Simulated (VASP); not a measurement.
# CeO2 (fluorite type) (Fm-3m) in VASP: a series of runs, part 2 of 2

VASP 6.6.1.

### 3 Single point, HSE06

This run uses another cell than the first one, of 14.11 Å³/atom.

Input file POSCAR:

```
CeO2
1.0
    0.0000000000      2.7659251724      2.7659251724
    2.7659251724      0.0000000000      2.7659251724
    2.7659251724      2.7659251724      0.0000000000
Ce O
1 2
Direct
    0.0000000000      0.0000000000      0.0000000000
    0.2500000000      0.2500000000      0.2500000000
    0.7500000000      0.7500000000      0.7500000000
```

Input file INCAR.step1:

```
SYSTEM = CeO2
ALGO = Normal
EDIFF = 1E-5
ENCUT = 520
GGA = PE
ISIF = 2
ISMEAR = -1
LASPH = .True.
LCHARG = .False.
LREAL = .False.
LWAVE = .True.
NBANDS = 19
NELM = 80
PREC = Accurate
SIGMA = 0.05
```

Input file INCAR.step2:

```
SYSTEM = CeO2
ALGO = Normal
EDIFF = 1E-7
ENCUT = 520
GGA = PE
HFSCREEN = 0.2079
ISIF = 2
ISMEAR = -1
ISTART = 1
LASPH = .True.
LCHARG = .False.
LHFCALC = .True.
LREAL = .False.
LWAVE = .False.
NBANDS = 19
NELM = 80
PREC = Accurate
PRECFOCK = Normal
SIGMA = 0.05
```

Input file KPOINTS:

```
k-points
0
Gamma
  4 4 4
  0 0 0
```

Potentials or basis: VASP PAW PBE potentials, release 64 (Ce, O).

Launch:

```
cat potpaw_PBE.64/Ce/POTCAR potpaw_PBE.64/O/POTCAR > POTCAR
cp INCAR.step1 INCAR
mpirun -np 1 vasp_std > vasp.out
cp INCAR.step2 INCAR
mpirun -np 1 vasp_std > vasp.out
```

OUTCAR:

```text
SYSTEM = CeO2
   EDIFF = 1E-7
   ENCUT = 520
   GGA = PE
   HFSCREEN = 0.2079
   ISIF = 2
   ISMEAR = -1
   ISTART = 1
   LASPH = .True.
   LHFCALC = .True.
   LREAL = .False.
   NELM = 80
   PREC = Accurate
   PRECFOCK = Normal

 ion  position               nearest neighbor table
   1  0.000  0.000  0.000-   2 2.40   3 2.40   3 2.40   3 2.40   3 2.40   2 2.40   2 2.40   2 2.40

   2  0.250  0.250  0.250-   1 2.40   1 2.40   1 2.40   1 2.40
   3  0.750  0.750  0.750-   1 2.40   1 2.40   1 2.40   1 2.40

  LATTYP: Found a face centered cubic cell.
 ALAT       =     5.5318503448

  Lattice vectors:

 A1 = (   0.0000000000,   2.7659251724,   2.7659251724)
 A2 = (   2.7659251724,   0.0000000000,   2.7659251724)
 A3 = (   2.7659251724,   2.7659251724,   0.0000000000)

Analysis of symmetry for initial positions (statically):
=====================================================================
 Subroutine PRICEL returns:
 Original cell was already a primitive cell.

 Routine SETGRP: Setting up the symmetry group for a
 face centered cubic supercell.

 Subroutine GETGRP returns: Found 48 space group operations
 (whereof 48 operations were pure point group operations)
 out of a pool of 48 trial point group operations.

The static configuration has the point symmetry O_h .

Analysis of symmetry for dynamics (positions and initial velocities):
=====================================================================
 Subroutine PRICEL returns:
 Original cell was already a primitive cell.

 Routine SETGRP: Setting up the symmetry group for a
 face centered cubic supercell.

 Subroutine GETGRP returns: Found 48 space group operations
 (whereof 48 operations were pure point group operations)
 out of a pool of 48 trial point group operations.

The dynamic configuration has the point symmetry O_h .

 Subroutine INISYM returns: Found 48 space group operations
 (whereof 48 operations are pure point group operations),
 and found     1 'primitive' translations

----------------------------------------------------------------------------------------

                                     Primitive cell

  volume of cell :      42.3205

  direct lattice vectors                    reciprocal lattice vectors
     0.000000000  2.765925172  2.765925172    -0.180771340  0.180771340  0.180771340
     2.765925172  0.000000000  2.765925172     0.180771340 -0.180771340  0.180771340
     2.765925172  2.765925172  0.000000000     0.180771340  0.180771340 -0.180771340

  length of vectors
     3.911608891  3.911608891  3.911608891     0.313105146  0.313105146  0.313105146

  position of ions in fractional coordinates (direct lattice)
     0.000000000  0.000000000  0.000000000
     0.250000000  0.250000000  0.250000000
     0.750000000  0.750000000  0.750000000

  ion indices of the primitive-cell ions
   primitive index   ion index
                 1           1
                 2           2
                 3           3
[... 24 lines left out ...]

 Found      8 irreducible k-points:

 Following reciprocal coordinates:
            Coordinates               Weight
  0.000000  0.000000  0.000000      1.000000
  0.250000  0.000000  0.000000      8.000000
  0.500000  0.000000  0.000000      4.000000
  0.250000  0.250000  0.000000      6.000000
  0.500000  0.250000  0.000000     24.000000
 -0.250000  0.250000  0.000000     12.000000
  0.500000  0.500000  0.000000      3.000000
 -0.250000  0.500000  0.250000      6.000000
   k-points           NKPTS =      8   k-points in BZ     NKDIM =     64   number of bands    NBANDS=     19
   number of dos      NEDOS =    301   number of ions     NIONS =      3
   total plane-waves  NPLWV =  27000
   dimension x,y,z NGX =    30 NGY =   30 NGZ =   30
   dimension x,y,z NGXF=    60 NGYF=   60 NGZF=   60
   ions per type =               1   2
   NGX,Y,Z   is equivalent  to a cutoff of  12.75, 12.75, 12.75 a.u.
   NGXF,Y,Z  is equivalent  to a cutoff of  25.50, 25.50, 25.50 a.u.
 SYSTEM =  CeO2
   PREC   = accura    normal or accurate (medium, high low for compatibility)
   ISTART =      1    job   : 0-new  1-cont  2-samecut
   ICHARG =      0    charge: 1-file 2-atom 10-const
   ISPIN  =      1    spin polarized calculation?
   LNONCOLLINEAR =      F non collinear calculations
   LSORBIT =      F    spin-orbit coupling
   LASPH  =      T    aspherical Exc in radial PAW
   ENCUT  =  520.0 eV  38.22 Ry    6.18 a.u.   7.27  7.27  7.27*2*pi/ulx,y,z
   NELM   =     80;   NELMIN=  2; NELMDL=  0     # of ELM steps
   EDIFF  = 0.1E-06   stopping-criterion for ELM
   LREAL  =      F    real-space projection
   EDIFFG = 0.1E-05   stopping-criterion for IOM
   NSW    =      0    number of steps for IOM
   IBRION =     -1    ionic relax: 0-MD 1-quasi-New 2-CG
   NFREE  =      0    steps in history (QN), initial steepest desc. (CG)
   ISIF   =      2    stress and relaxation
   ISYM   =      3    0-nonsym 1-usesym 2-fastsym
   POTIM  = 0.5000    time-step for ionic-motion
   TEBEG  =    0.0;   TEEND  =   0.0 temperature during run
   PSTRESS=    0.0 pullay stress
   NELECT =      24.0000    total number of electrons
   NUPDOWN=      -1.0000    fix difference up-down
   EMIN   =  10.00;   EMAX   =-10.00  energy-range for DOS
   EFERMI =   0.00;   METHOD = LEGACY
   ISMEAR =    -1;   SIGMA  =   0.05  broadening in eV -4-tet -1-fermi 0-gaus
   EFERMI_NEDOS =   21; number of points for ismear=-14 and -15
   IALGO  =     38    algorithm
   IMIX   =      1    mixing-type and parameters
     AMIX     =   0.40;   BMIX     =  1.00
     AMIX_MAG =   1.60;   BMIX_MAG =  1.00
  volume/ion in A,a.u.               =      14.11        95.20
  Fermi-wavevector in a.u.,A,eV,Ry     =   1.355069  2.560710 24.983190  1.836213
  Thomas-Fermi vector in A             =   2.482188
   LORBIT       =      0    0 simple, 1 ext, 2 COOP (PROOUT), +10 PAW based schemes
   GGA     = PE    functional components
   LHFCALC =     T    Hartree Fock is set to
   PRECFOCK=normal    Normal, Fast or Accurate (Low or Medium for compatibility)
   ENCUT4O =  -1.0   cutoff for four orbital integrals eV
   NKREDX  =     1    reduce k-point grid by
   NKREDY  =     1    reduce k-point grid by
   NKREDZ  =     1    reduce k-point grid by
   AEXX    =    0.2500 exact exchange contribution
   HFSCREEN=    0.2079 screening length (either q_TF or 0.3 A-1)
   HFSCREENC=   0.2079 screening length for correlation (either q_TF or 0.3 A-1)
   ENCUTFOCK=  -1.0 apply spherical cutoff to Coloumb kernel
   IVDW    =     0    specifies the selected vdW correction
   LEPSILON=     F    determine dielectric tensor
   LRPA    =     F    only Hartree local field effects (RPA)
 non-spin polarized calculation
  energy-cutoff  :      520.00
  volume of cell :       42.32
 maximum number of plane-waves:      1158
 NGX is ok and might be reduce to    30
  NGX = 24; NGY = 24; NGZ = 24

 number of electron      23.9999996 magnetization

 Free energy of the ion-electron system (eV)
  ---------------------------------------------------
  ext. energy  EPLUGINS =         0.00000000
  ---------------------------------------------------
  free energy    TOTEN  =       -32.05425515 eV

  energy without entropy =      -32.05425515  energy(sigma->0) =      -32.05425515

 E-fermi :   5.0303     XC(G=0):  -9.0358

 val. band max:        3.8585701032   @ k =  -0.2500   0.2500   0.0000
 cond. band min:       7.1210786506   @ k =   0.5000   0.0000   0.0000
 fundamental gap:      3.2625085474
 Fermi energy:         5.0302734685

 k-point     1 :       0.0000    0.0000    0.0000
  band No.  band energies     occupation
      1     -31.6826      2.00000
      2     -13.9578      2.00000
      3     -12.9164      2.00000
      4     -12.5414      2.00000
      5     -12.5414      2.00000
      6     -12.5414      2.00000
[... 153 lines left out ...]
      6     -10.7001      2.00000
[... 11 lines left out ...]
     18       7.6975      0.00000
     19       8.0981      0.00000

------------------------ aborting loop because EDIFF is reached ----------------------------------------

  FORCE on cell =-STRESS in cart. coord.  units (eV):
  Direction    XX          YY          ZZ          XY          YZ          ZX
  --------------------------------------------------------------------------------------
  -------------------------------------------------------------------------------------
  Total       -3.5268272     -3.5268272     -3.5268272     -0.0000000      0.0000000     -0.0000000
  in kB     -133.5191295   -133.5191295   -133.5191295     -0.0000000      0.0000000     -0.0000000
  external PRESSURE =    -133.5191295 kB  Pullay stress =       0.0000000 kB

 VOLUME and BASIS-vectors are now :
 -----------------------------------------------------------------------------
  energy-cutoff  :      520.00
  volume of cell :       42.32
      direct lattice vectors                 reciprocal lattice vectors
     0.000000000  2.765925172  2.765925172    -0.180771340  0.180771340  0.180771340
     2.765925172  0.000000000  2.765925172     0.180771340 -0.180771340  0.180771340
     2.765925172  2.765925172  0.000000000     0.180771340  0.180771340 -0.180771340

 POSITION                                       TOTAL-FORCE (eV/Angst)
 -----------------------------------------------------------------------------------
      0.00000      0.00000      0.00000         0.000000      0.000000      0.000000
      1.38296      1.38296      1.38296         0.000000      0.000000      0.000000
      4.14889      4.14889      4.14889        -0.000000     -0.000000     -0.000000
 -----------------------------------------------------------------------------------
    total drift:                               -0.000001     -0.000001      0.000000

  FREE ENERGIE OF THE ION-ELECTRON SYSTEM (eV)
  ---------------------------------------------------
  free  energy   TOTEN  =       -32.0542551503 eV

  energy  without entropy=      -32.0542551503  energy(sigma->0) =      -32.05425515
```

Wall time 26 min (1 thread of Intel Xeon Platinum 8259CL at 2.50GHz (Skylake/Cascade Lake), shared host); peak memory 0.28 GiB.

Results:

```
Free energy            : -32.0543 eV
Pressure               : -13.4 GPa
Band gap on the k mesh : 3.26 eV (least direct gap 3.42 eV)
```

Caveat: the k points lie up to 0.49 Å⁻¹ apart; the PAW data sets were made with another functional, which shifts forces and pressure a little; spin-orbit coupling is left out, which moves the levels of the heavy elements. Spin polarisation is off, so any magnetic state and its effect on volume and gap are missing.
